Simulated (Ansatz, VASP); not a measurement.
**One calculation of C, two programs**

File INCAR:

```
ALGO     = Normal         # electronic algorithm
EDIFF    = 1E-6           # SCF threshold, eV
ENCUT    = 520            # plane-wave cutoff, eV
GGA      = PE             # functional
ISIF     = 2              # what is computed and relaxed
ISMEAR   = 0              # smearing method
LASPH    = True           # aspherical terms in the spheres
LCHARG   = True           # write CHGCAR
LELF     = True           # ELF
LREAL    = False          # projectors in reciprocal space
LVHAR    = True         
LWAVE    = False          # write WAVECAR
NBANDS   = 36             # bands
NELM     = 80             # most SCF steps
PREC     = Accurate       # precision mode
SIGMA    = 0.05           # smearing width, eV
```

The input KPOINTS:

```
k-points
0
Gamma
  12 12 2
```

File POSCAR:

```
C
1.0
    2.6970000000      0.0000000000      0.0000000000
   -1.3485000000      2.3356705140      0.0000000000
    0.0000000000      0.0000000000     12.2737000000
C
12
Direct
    0.0000000000      0.0000000000      0.1868593266
    0.0000000000      0.0000000000      0.6868593266
    0.0000000000      0.0000000000      0.3131406734
    0.0000000000      0.0000000000      0.8131406734
    0.3333333333      0.6666666667      0.5207665411
    0.6666666667      0.3333333333      0.0207665411
    0.3333333333      0.6666666667      0.9792334589
    0.6666666667      0.3333333333      0.4792334589
    0.3333333333      0.6666666667      0.6450950823
    0.6666666667      0.3333333333      0.1450950823
    0.3333333333      0.6666666667      0.8549049177
    0.6666666667      0.3333333333      0.3549049177
```

Input for Ansatz:

```yaml
crystal:
  lattice:
    - [2.697, 0.0, 0.0]
    - [-1.3485, 2.335670514, 0.0]
    - [0.0, 0.0, 12.2737]
  atoms:
    - { symbol: C, position: [0.0, 0.0, 0.1868593266] }
    - { symbol: C, position: [0.0, 0.0, 0.6868593266] }
    - { symbol: C, position: [0.0, 0.0, 0.3131406734] }
    - { symbol: C, position: [0.0, 0.0, 0.8131406734] }
    - { symbol: C, position: [0.3333333333, 0.6666666667, 0.5207665411] }
    - { symbol: C, position: [0.6666666667, 0.3333333333, 0.0207665411] }
    - { symbol: C, position: [0.3333333333, 0.6666666667, 0.9792334589] }
    - { symbol: C, position: [0.6666666667, 0.3333333333, 0.4792334589] }
    - { symbol: C, position: [0.3333333333, 0.6666666667, 0.6450950823] }
    - { symbol: C, position: [0.6666666667, 0.3333333333, 0.1450950823] }
    - { symbol: C, position: [0.3333333333, 0.6666666667, 0.8549049177] }
    - { symbol: C, position: [0.6666666667, 0.3333333333, 0.3549049177] }
basis:
  ecutwfc: 520.0
kpoints:
  mp_grid: { grid: [12, 12, 2] }
hamiltonian:
  xc: pbe
  pseudopotentials: { kind: paw, azcp: { folder: soft_1 } }
scf:
  occupations: { method: gaussian, width: 0.05 }
output:
  forces: true
  stress: true
  eigenvalues: true
```

Alike in both runs: task single point; functional PBE; k mesh 12 × 12 × 2; occupations gaussian, width 0.05 eV; no spin polarisation.

|  | VASP | Ansatz |
| --- | --- | --- |
| version | VASP 6.6.1 | Ansatz 0.2.0 |
| potentials or method | VASP PAW PBE potentials, release 64 (C), cutoff 520 eV | scalar-relativistic, plane waves, PAW |
| valence electrons in the cell | 48 | 48 |

VASP gave:

| Item | Value |
| --- | --- |
| gap on the k mesh at the Fermi level (eV) | 3.29 |
| least direct gap on the mesh (eV) | 4.21 |
| rms of the force components (eV/Å) | 0.061 |

Q: Estimate Ansatz's values.

A: gap on the k mesh at the Fermi level (eV): 3.30; least direct gap on the mesh (eV): 4.22; rms of the force components (eV/Å): 0.058.

Atom by atom the forces differ by 0.012 eV/Å (rms over components).
